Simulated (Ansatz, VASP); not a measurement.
**Al2Cu: VASP beside Ansatz**

```
CELL_PARAMETERS angstrom
4.23420 0.00000 0.00000
-2.11710 3.66692 0.00000
0.00000 0.00000 2.94094
ATOMIC_POSITIONS crystal
Al 0.66667 0.33333 0.75373
Al 0.33333 0.66667 0.24627
Cu 0.00000 0.00000 0.00000
```

Alike in both runs: functional PBE; k mesh 6 × 6 × 6; occupations gaussian, width 0.1 eV; no spin polarisation.

Ansatz relaxed the structure, and its values are those at the end. VASP's run is a single point on that final structure, the one shown.

```csv
,VASP,Ansatz
version,VASP 6.6.1,Ansatz 0.2.0
potentials or method,"VASP PAW PBE potentials, release 64 (Al, Cu), cutoff 520 eV","scalar-relativistic, plane waves, PAW"
valence electrons in the cell,17,25
```

```tsv
	VASP	Ansatz	Ansatz less VASP
gap on the k mesh at the Fermi level (eV)	none	none	-
pressure (GPa)	0.2	0.2	0.00
rms of the force components (eV/Å)	0.012	0.008	-0.0039
```

A gap of «none» marks a metal or a gap that the smearing closes. With one functional, cell and mesh, what is left measures potentials, basis and numerics. VASP's potentials hold 17 valence electrons a cell and Ansatz's 25, so a difference there can come from the potentials and not from the codes.
